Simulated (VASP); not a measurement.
Write the native input for VASP 6.6.1 that does the following.

- Task: single point
- Functional: PBE-based screened hybrid with 10 % exact exchange
- Potentials or basis: VASP PAW PBE potentials, release 64 (N, B)
- Cutoff: 520 eV
- k mesh: 6 × 6 × 2
- Occupations: fermi-dirac, width 0.05 eV
- Spin: no spin polarisation
- Dipole correction: no
- Grid for exact exchange (PRECFOCK): Normal
- Share of exact exchange: 0.1
- Further INCAR settings: ALGO = Normal; EDIFF = 1e-06; NBANDS = 16
- Screening parameter: 0.2 1/Å

BN:

```xyz
4
Lattice="2.4982 0.0000 0.0000 -1.2491 2.1635 0.0000 0.0000 0.0000 6.6357" Properties=species:S:1:pos:R:3 pbc="T T T"
N     1.2491    0.7212    1.6589
N     0.0000    1.4424    4.9768
B     1.2491    0.7212    4.9768
B     0.0000    1.4424    1.6589
```

The input as run:

POSCAR

```
BN
1.0
    2.4982400000      0.0000000000      0.0000000000
   -1.2491200000      2.1635393048      0.0000000000
    0.0000000000      0.0000000000      6.6357000000
N B
2 2
Direct
    0.6666666667      0.3333333333      0.2500000000
    0.3333333333      0.6666666667      0.7500000000
    0.6666666667      0.3333333333      0.7500000000
    0.3333333333      0.6666666667      0.2500000000
```

INCAR.step1

```
PREC = Accurate
ENCUT = 520
EDIFF = 1E-5
ISMEAR = -1
SIGMA = 0.05
LREAL = F
LASPH = T
NELM = 60
ALGO = Normal
ISIF = 2
LWAVE = T
LCHARG = F
GGA = PE
NBANDS = 16
```

INCAR.step2

```
PREC = Accurate
ENCUT = 520
EDIFF = 1E-6
ISMEAR = -1
SIGMA = 0.05
LREAL = F
LASPH = T
NELM = 60
ALGO = Normal
ISIF = 2
LWAVE = F
LCHARG = F
GGA = PE
LHFCALC = T
AEXX = 0.1
HFSCREEN = 0.2
PRECFOCK = Normal
ISTART = 1
NBANDS = 16
```

KPOINTS

```
Automatic mesh
0
Gamma
  6 6 2
```

Potentials or basis: VASP PAW PBE potentials, release 64 (N, B).

Run with:

```sh
$ cat potpaw_PBE.64/N/POTCAR potpaw_PBE.64/B/POTCAR > POTCAR
$ cp INCAR.step1 INCAR
$ mpirun -np 1 vasp_std > vasp.out
$ cp INCAR.step2 INCAR
$ mpirun -np 1 vasp_std > vasp.out
```

It gave:

| Quantity | Value |
| --- | --- |
| Pressure | 3.1 GPa |
| Band gap on the k mesh | 4.81 eV (least direct gap 5.22 eV) |

Caveat: the k points lie up to 0.48 Å⁻¹ apart; the PAW data sets were made with another functional, which shifts forces and pressure a little.

It took 4.8 min on 1 thread of Intel(R) Xeon(R) Platinum 8259CL CPU @ 2.50GHz (Skylake/Cascade Lake), with other jobs on the host, peak memory 0.25 GiB.
